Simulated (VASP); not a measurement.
Wanted: the native input for a VASP 6.6.1 run.

```
Task                   : single point
Functional             : PBE
Potentials or basis    : VASP PAW PBE potentials, release 64 (Y_sv, Al, N)
Cutoff                 : 520 eV
k mesh                 : 4 × 4 × 6
Occupations            : gaussian, width 0.1 eV
Spin                   : no spin polarisation
Dipole correction      : no
Further INCAR settings : ALGO = Normal; EDIFF = 1e-07; NBANDS = 30
```

The structure of YAl3N4 lies in POSCAR:

```
YAl3N4
1.0
    3.0716271518     -4.2869588803      0.0000000000
    3.0716271518      4.2869588803      0.0000000000
    0.0000000000      0.0000000000      3.0827811197
Y Al N
1 3 4
Direct
    0.0000000000      0.0000000000      0.0000000000
    0.0000000000      0.5000000000      0.5000000000
    0.5000000000      0.0000000000      0.5000000000
    0.5000000000      0.5000000000      0.0000000000
    0.7347518510      0.2652481490      0.0000000000
    0.7252494120      0.7252494120      0.5000000000
    0.2747505880      0.2747505880      0.5000000000
    0.2652481490      0.7347518510      0.0000000000
```

These files were run (other wordings do the same):

INCAR

```
ALGO = Normal ; EDIFF = 1E-7
ENCUT = 520 ; GGA = PE
ISIF = 2 ; ISMEAR = 0
LASPH = True ; LCHARG = True
LELF = True ; LREAL = False
LVHAR = True ; LWAVE = False
NBANDS = 30 ; NELM = 60
PREC = Accurate ; SIGMA = 0.1
```

KPOINTS

```
k-points
0
Gamma
  4 4 6
```

Potentials or basis: VASP PAW PBE potentials, release 64 (Y_sv, Al, N).

Run with:

```sh
$ cat potpaw_PBE.64/Y_sv/POTCAR potpaw_PBE.64/Al/POTCAR potpaw_PBE.64/N/POTCAR > POTCAR
$ mpirun -np 1 vasp_std > vasp.out
```

It gave:

The pressure is -0.3 GPa. The band gap on the k mesh is 1.75 eV.

Wall time 33 s on 1 thread of Intel(R) Xeon(R) 6975P-C (Granite Rapids) (shared host), peak memory 0.23 GiB.
